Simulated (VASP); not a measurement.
# CdTe (I-4m2) in VASP: notebook

CdTe is run at these levels: PBE; tasks: relaxation of the atoms.

Everything below comes from runs of VASP 6.6.1. Logs are shortened: lines on timing, memory, paths and dates and some standing lists are left out, and cuts for length are marked.

**1. The cell of the first run**

Symmetry: I-4m2, No. 119, tetragonal system. Conventional cell: a = 4.441 Å, b = 4.441 Å, c = 6.154 Å, α = 90.00°, β = 90.00°, γ = 90.00°. Within 3.6 Å of Cd (site symmetry -4m2) lie 4 Te at 2.70 Å. Te (site symmetry -4m2) has 4 Cd at 2.70 Å within 3.6 Å.

**2. Relaxation of the atoms, PBE (z stretched by -2 %)**

File INCAR:

```
PREC = Accurate ; ENCUT = 520
EDIFF = 1E-7 ; ISMEAR = -1
SIGMA = 0.02 ; LREAL = F
LASPH = T ; NELM = 60
ALGO = Normal ; ISIF = 2
LWAVE = F ; LCHARG = F
GGA = PE ; IBRION = 2
NSW = 80 ; EDIFFG = -0.02
```

File KPOINTS:

```
regular mesh
0
Gamma
  12 12 12
```

File POSCAR:

```
CdTe
1.0
    0.0000000000      3.1400000000      3.0772000000
    3.1400000000      0.0000000000      3.0772000000
    3.1400000000      3.1400000000      0.0000000000
Cd Te
1 1
Direct
    0.0000000000      0.0000000000      0.0000000000
    0.2500000000      0.2500000000      0.2500000000
```

Potentials or basis: VASP PAW PBE potentials, release 64 (Cd, Te).

Run with:

```bash
cat potpaw_PBE.64/Cd/POTCAR potpaw_PBE.64/Te/POTCAR > POTCAR
mpirun -np 1 vasp_std > vasp.out
```

OUTCAR:

```text
PREC = Accurate
   ENCUT = 520
   EDIFF = 1E-7
   ISMEAR = -1
   LREAL = F
   LASPH = T
   NELM = 60
   ISIF = 2
   GGA = PE
   IBRION = 2
   NSW = 80
   EDIFFG = -0.02

 ion  position               nearest neighbor table
   1  0.000  0.000  0.000-   2 2.70   2 2.70   2 2.70   2 2.70
   2  0.250  0.250  0.250-   1 2.70   1 2.70   1 2.70   1 2.70

  LATTYP: Found a body centered tetragonal cell.
 ALAT       =     4.4406305859
 C/A-ratio  =     1.3859292911

  Lattice vectors:

 A1 = (   0.0000000000,  -3.1400000000,  -3.0772000000)
 A2 = (   0.0000000000,   3.1400000000,  -3.0772000000)
 A3 = (   3.1400000000,   0.0000000000,   3.0772000000)

Analysis of symmetry for initial positions (statically):
=====================================================================
 Subroutine PRICEL returns:
 Original cell was already a primitive cell.

 Routine SETGRP: Setting up the symmetry group for a
 body centered tetragonal supercell.

 Subroutine GETGRP returns: Found  8 space group operations
 (whereof  8 operations were pure point group operations)
 out of a pool of 16 trial point group operations.

The static configuration has the point symmetry D_2d.

Analysis of symmetry for dynamics (positions and initial velocities):
=====================================================================
 Subroutine PRICEL returns:
 Original cell was already a primitive cell.

 Routine SETGRP: Setting up the symmetry group for a
 body centered tetragonal supercell.

 Subroutine GETGRP returns: Found  8 space group operations
 (whereof  8 operations were pure point group operations)
 out of a pool of 16 trial point group operations.

The dynamic configuration has the point symmetry D_2d.

 Subroutine INISYM returns: Found  8 space group operations
 (whereof  8 operations are pure point group operations),
 and found     1 'primitive' translations

----------------------------------------------------------------------------------------

                                     Primitive cell

  volume of cell :      60.6799

  direct lattice vectors                    reciprocal lattice vectors
     0.000000000  3.140000000  3.077200000    -0.159235669  0.159235669  0.162485376
     3.140000000  0.000000000  3.077200000     0.159235669 -0.159235669  0.162485376
     3.140000000  3.140000000  0.000000000     0.159235669  0.159235669 -0.162485376

  length of vectors
     4.396448549  4.396448549  4.440630586     0.277693165  0.277693165  0.277693165

  position of ions in fractional coordinates (direct lattice)
[... 85 lines left out ...]
   ISIF   =      2    stress and relaxation
   ISYM   =      2    0-nonsym 1-usesym 2-fastsym
   POTIM  = 0.5000    time-step for ionic-motion
   TEBEG  =    0.0;   TEEND  =   0.0 temperature during run
   PSTRESS=    0.0 pullay stress
   NELECT =      18.0000    total number of electrons
   NUPDOWN=      -1.0000    fix difference up-down
   EMIN   =  10.00;   EMAX   =-10.00  energy-range for DOS
   EFERMI =   0.00;   METHOD = LEGACY
   ISMEAR =    -1;   SIGMA  =   0.02  broadening in eV -4-tet -1-fermi 0-gaus
   EFERMI_NEDOS =   21; number of points for ismear=-14 and -15
   IALGO  =     38    algorithm
   IMIX   =      4    mixing-type and parameters
     AMIX     =   0.40;   BMIX     =  1.00
     AMIX_MAG =   1.60;   BMIX_MAG =  1.00
  volume/ion in A,a.u.               =      30.34       204.74
  Fermi-wavevector in a.u.,A,eV,Ry     =   1.091819  2.063239 16.219081  1.192069
  Thomas-Fermi vector in A             =   2.228072
   LORBIT       =      0    0 simple, 1 ext, 2 COOP (PROOUT), +10 PAW based schemes
   GGA     = PE    functional components
   LHFCALC =     F    Hartree Fock is set to
   AEXX    =    0.0000 exact exchange contribution
   IVDW    =     0    specifies the selected vdW correction
   LEPSILON=     F    determine dielectric tensor
   LRPA    =     F    only Hartree local field effects (RPA)
 conjugate gradient relaxation of ions
 non-spin polarized calculation
  energy-cutoff  :      520.00
  volume of cell :       60.68
 maximum number of plane-waves:      1650
 NGX is ok and might be reduce to    36
   NGX = 17   NGY = 17   NGZ = 17

 number of electron      18.0000003 magnetization

 Free energy of the ion-electron system (eV)
  ---------------------------------------------------
  ext. energy  EPLUGINS =         0.00000000
  ---------------------------------------------------
  free energy    TOTEN  =        -4.50553309 eV

  energy without entropy =       -4.50553309  energy(sigma->0) =       -4.50553309

 E-fermi :   3.8828     XC(G=0):  -9.1051

 val. band max:        3.5202505429   @ k =   0.0000   0.0000   0.0000
 cond. band min:       4.6031905178   @ k =   0.0000   0.0000   0.0000
 fundamental gap:      1.0829399749
 Fermi energy:         3.8827597794

 k-point     1 :       0.0000    0.0000    0.0000
  band No.  band energies     occupation
      1      -8.4306      2.00000
      2      -5.2863      2.00000
      3      -5.2863      2.00000
      4      -5.2811      2.00000
      5      -4.9326      2.00000
      6      -4.9257      2.00000
      7       3.4498      2.00000
      8       3.4498      2.00000
      9       3.5203      2.00000
     10       4.6032      0.00000
     11       7.9716      0.00000
     12       7.9716      0.00000
     13       7.9731      0.00000
[... 354 lines left out ...]
  band No.  band energies     occupation
      1      -7.8712      2.00000
      2      -5.1760      2.00000
      3      -5.1693      2.00000
      4      -4.9421      2.00000
      5      -4.9223      2.00000
      6      -4.4104      2.00000
      7      -1.4570      2.00000
      8       1.3788      2.00000
      9       2.1868      2.00000
     10       6.3722      0.00000
     11       8.2309      0.00000
     12       9.2198      0.00000
     13      10.8615      0.00000

 [... further k-points ...]
[... 5 lines left out ...]
  --------------------------------------------------------------------------------------
  -------------------------------------------------------------------------------------
  Total        3.6679594      3.6679594      3.7218074      0.0000000      0.0000000      0.0000000
  in kB       96.8478728     96.8478728     98.2696611      0.0000000      0.0000000      0.0000000
  external PRESSURE =      97.3218023 kB  Pullay stress =       0.0000000 kB

 VOLUME and BASIS-vectors are now :
 -----------------------------------------------------------------------------
  energy-cutoff  :      520.00
  volume of cell :       60.68
      direct lattice vectors                 reciprocal lattice vectors
     0.000000000  3.140000000  3.077200000    -0.159235669  0.159235669  0.162485376
     3.140000000  0.000000000  3.077200000     0.159235669 -0.159235669  0.162485376
     3.140000000  3.140000000  0.000000000     0.159235669  0.159235669 -0.162485376

 POSITION                                       TOTAL-FORCE (eV/Angst)
 -----------------------------------------------------------------------------------
      0.00000      0.00000      0.00000        -0.000000     -0.000000      0.000000
      1.57000      1.57000      1.53860         0.000000      0.000000     -0.000000
 -----------------------------------------------------------------------------------
    total drift:                               -0.000000     -0.000000     -0.000000

  FREE ENERGIE OF THE ION-ELECTRON SYSTEM (eV)
  ---------------------------------------------------
  free  energy   TOTEN  =        -4.5055330856 eV

  energy  without entropy=       -4.5055330855  energy(sigma->0) =       -4.50553309

 reached required accuracy - stopping structural energy minimisation
```

OSZICAR:

```text
N       E                     dE             d eps       ncg     rms          rms(c)
DAV:   1     0.105818375100E+03    0.10582E+03   -0.86014E+03  4254   0.122E+03
DAV:   2    -0.744654257620E+00   -0.10656E+03   -0.10245E+03  4743   0.284E+02
DAV:   3    -0.469809483844E+01   -0.39534E+01   -0.39448E+01  5173   0.577E+01
DAV:   4    -0.473477182673E+01   -0.36677E-01   -0.36672E-01  5831   0.494E+00
DAV:   5    -0.473491200657E+01   -0.14018E-03   -0.14018E-03  5233   0.259E-01    0.721E+00
DAV:   6    -0.452158460205E+01    0.21333E+00   -0.46084E-01  4793   0.999E+00    0.563E+00
DAV:   7    -0.450478298887E+01    0.16802E-01   -0.13977E-01  4953   0.291E+00    0.195E+00
DAV:   8    -0.450518064331E+01   -0.39765E-03   -0.13519E-02  4373   0.168E+00    0.599E-01
DAV:   9    -0.450544009717E+01   -0.25945E-03   -0.10100E-03  4836   0.400E-01    0.163E-01
DAV:  10    -0.450550037549E+01   -0.60278E-04   -0.13734E-04  4626   0.116E-01    0.593E-02
DAV:  11    -0.450553386244E+01   -0.33487E-04   -0.65810E-05  4523   0.740E-02    0.276E-02
DAV:  12    -0.450553281313E+01    0.10493E-05   -0.35746E-06  5103   0.246E-02    0.140E-02
DAV:  13    -0.450553322207E+01   -0.40895E-06   -0.56414E-06  4558   0.175E-02    0.207E-02
DAV:  14    -0.450553306008E+01    0.16200E-06   -0.11846E-06  4488   0.954E-03    0.451E-03
DAV:  15    -0.450553308555E+01   -0.25479E-07   -0.75154E-08  2679   0.198E-03
   1 F= -.45055331E+01 E0= -.45055331E+01  d E =-.450553E+01
```

CONTCAR:

```text
CdTe
   1.00000000000000
     0.0000000000000000    3.1400000000000001    3.0771999999999999
     3.1400000000000001    0.0000000000000000    3.0771999999999999
     3.1400000000000001    3.1400000000000001    0.0000000000000000
  Cd              Te
     1     1
Direct
     0.0000000000000000    0.0000000000000000    0.0000000000000000
     0.2500000000000000    0.2500000000000000    0.2500000000000000

  0.00000000E+00  0.00000000E+00  0.00000000E+00
  0.00000000E+00  0.00000000E+00  0.00000000E+00
```

It took 4.5 min on 1 thread of Oxide Virtual Turin-like, shared host; peak memory 0.27 GiB.

Results:

* Free energy: -4.5055 eV
* Pressure after relaxing: 9.7 GPa
* Band gap on the k mesh: 1.08 eV, direct

Final structure:
```cif
data_structure
_symmetry_space_group_name_H-M 'P 1'
_symmetry_Int_Tables_number 1
_cell_length_a 4.3964
_cell_length_b 4.3964
_cell_length_c 4.4406
_cell_angle_alpha 59.667
_cell_angle_beta 59.667
_cell_angle_gamma 60.666
_cell_volume 60.68
loop_
_atom_site_label
_atom_site_type_symbol
_atom_site_fract_x
_atom_site_fract_y
_atom_site_fract_z
_atom_site_occupancy
Cd1 Cd 0.00000 0.00000 0.00000 1
Te1 Te 0.25000 0.25000 0.25000 1
```

Caveat: the cell differs from its parent crystal (z stretched by -2 %); the relaxation stopped at its first step, so nothing moved; spin-orbit coupling is left out, which moves the levels of the heavy elements.

**3. Relaxation of the atoms, PBE (z stretched by +3 %)**

File INCAR:

```
SYSTEM = CdTe
PREC = Accurate
ENCUT = 520
EDIFF = 1E-6
ISMEAR = -1
SIGMA = 0.02
LREAL = .False.
LASPH = .True.
NELM = 80
ALGO = Normal
ISIF = 2
LWAVE = .False.
LCHARG = .False.
GGA = PE
IBRION = 2
NSW = 80
EDIFFG = -0.02
```

File KPOINTS:

```
Automatic mesh
0
Gamma
  12 12 12
  0 0 0
```

File POSCAR:

```
CdTe
1.0
    0.0000000000      3.1400000000      3.2342000000
    3.1400000000      0.0000000000      3.2342000000
    3.1400000000      3.1400000000      0.0000000000
Cd Te
1 1
Direct
    0.0000000000      0.0000000000      0.0000000000
    0.2500000000      0.2500000000      0.2500000000
```

Potentials or basis: VASP PAW PBE potentials, release 64 (Cd, Te).

Run with:

```bash
cat potpaw_PBE.64/Cd/POTCAR potpaw_PBE.64/Te/POTCAR > POTCAR
mpirun -np 1 vasp_std > vasp.out
```

Wall time 2.6 min (1 thread of Oxide Virtual Turin-like, shared host); peak memory 0.28 GiB.

The run converged. Its results:

```
Free energy             : -4.6578 eV
Pressure after relaxing : 6.2 GPa
Band gap on the k mesh  : 0.93 eV, direct
```

Stress tensor (GPa, compression positive):
```
6.36 0.00 0.00
0.00 6.36 0.00
0.00 0.00 6.00
```

Final structure:
```
Cd Te
1.0
     0.00000    3.14000    3.23420
     3.14000    0.00000    3.23420
     3.14000    3.14000    0.00000
Cd Te
1 1
Cartesian
  0.0000 0.0000 0.0000
  1.5700 1.5700 1.6171
```

Levels at points of the mesh, in eV from the valence-band top:
| k point | band 7 | band 8 | band 9 | band 10 | band 11 | band 12 |
| --- | --- | --- | --- | --- | --- | --- |
| (0.00, 0.00, 0.00) | -0.11 | 0.00 | 0.00 | 0.93 | 4.52 | 4.52 |
| (0.50, 0.00, 0.00) | -4.85 | -0.99 | -0.83 | 1.84 | 5.04 | 5.21 |
| (0.50, 0.50, 0.00) | -4.77 | -2.04 | -2.04 | 2.51 | 2.76 | 9.02 |
| (0.50, 0.00, 0.50) | -4.62 | -2.20 | -2.15 | 2.38 | 2.53 | 9.24 |

Caveat: the cell differs from its parent crystal (z stretched by +3 %); the relaxation stopped at its first step, so nothing moved; spin-orbit coupling is left out, which moves the levels of the heavy elements.

**4. Relaxation of the atoms, PBE (z stretched by -1 %)**

File INCAR:

```
SYSTEM = CdTe
PREC     = Accurate       ! precision mode
ENCUT    = 520            ! plane-wave cutoff, eV
EDIFF    = 1E-6           ! SCF threshold, eV
ISMEAR   = -1             ! smearing method
SIGMA    = 0.02           ! smearing width, eV
LREAL    = .FALSE.        ! projectors in reciprocal space
LASPH    = .TRUE.         ! aspherical terms in the spheres
NELM     = 60             ! most SCF steps
ALGO     = Normal         ! electronic algorithm
ISIF     = 2              ! what is computed and relaxed
LWAVE    = .FALSE.        ! write WAVECAR
LCHARG   = .FALSE.        ! write CHGCAR
GGA      = PE             ! functional
IBRION   = 2              ! ionic algorithm
NSW      = 80             ! ionic steps
EDIFFG   = -0.02          ! ionic threshold
```

File KPOINTS:

```
regular mesh
0
G
  12 12 12
  0 0 0
```

File POSCAR:

```
CdTe
1.0
    0.0000000000      3.1400000000      3.1086000000
    3.1400000000      0.0000000000      3.1086000000
    3.1400000000      3.1400000000      0.0000000000
Cd Te
1 1
Direct
    0.0000000000      0.0000000000      0.0000000000
    0.2500000000      0.2500000000      0.2500000000
```

Run with:

```bash
cat potpaw_PBE.64/Cd/POTCAR potpaw_PBE.64/Te/POTCAR > POTCAR
mpirun -np 1 vasp_std > vasp.out
```

Wall time 5.1 min (1 thread of Oxide Virtual Turin-like, shared host); peak memory 0.28 GiB.

The run converged. Its results:

```
Free energy             : -4.5420 eV
Pressure after relaxing : 9.0 GPa
Band gap on the k mesh  : 1.07 eV, direct
```

Stress tensor (GPa, compression positive):
```
8.94 0.00 0.00
0.00 8.94 0.00
0.00 0.00 9.02
```

Final structure:
```
CELL_PARAMETERS angstrom
0.00000 3.14000 3.10860
3.14000 0.00000 3.10860
3.14000 3.14000 0.00000
ATOMIC_POSITIONS crystal
Cd 0.00000 0.00000 0.00000
Te 0.25000 0.25000 0.25000
```

Levels at points of the mesh, in eV from the valence-band top:
```csv
k point,band 7,band 8,band 9,band 10,band 11,band 12
"(0.00, 0.00, 0.00)",-0.04,-0.04,0.00,1.07,4.48,4.48
"(0.50, 0.00, 0.00)",-5.09,-1.00,-0.94,1.89,5.07,5.14
"(0.50, 0.50, 0.00)",-4.83,-2.31,-2.31,2.30,2.53,9.48
"(0.50, 0.00, 0.50)",-4.89,-2.27,-2.25,2.34,2.61,9.40
```

Caveat: the cell differs from its parent crystal (z stretched by -1 %); the relaxation stopped at its first step, so nothing moved; spin-orbit coupling is left out, which moves the levels of the heavy elements.

**5. Overview**

```tsv
cell	gap on the mesh (eV)	pressure (GPa)
atoms relaxed from a = 4.396, b = 4.396, c = 4.441 Å, angles 59.7, 59.7, 60.7°, 2 atoms	1.08	9.7
atoms relaxed from a = 4.508, b = 4.508, c = 4.441 Å, angles 60.5, 60.5, 59.0°, 2 atoms	0.93	6.2
atoms relaxed from a = 4.418, b = 4.418, c = 4.441 Å, angles 59.8, 59.8, 60.3°, 2 atoms	1.07	9.0
```

Alike in all rows: task relaxation of the atoms; level PBE; potentials or basis VASP PAW PBE potentials, release 64 (Cd, Te); no spin polarisation; k mesh 12 × 12 × 12; cutoff (eV) 520; smearing fermi-dirac 0.02 eV.

Caveats: the relaxation stopped at its first step, so nothing moved; spin-orbit coupling is left out, which moves the levels of the heavy elements.

Total energies depend on the potentials used, so only differences within one code and one set of settings carry meaning.
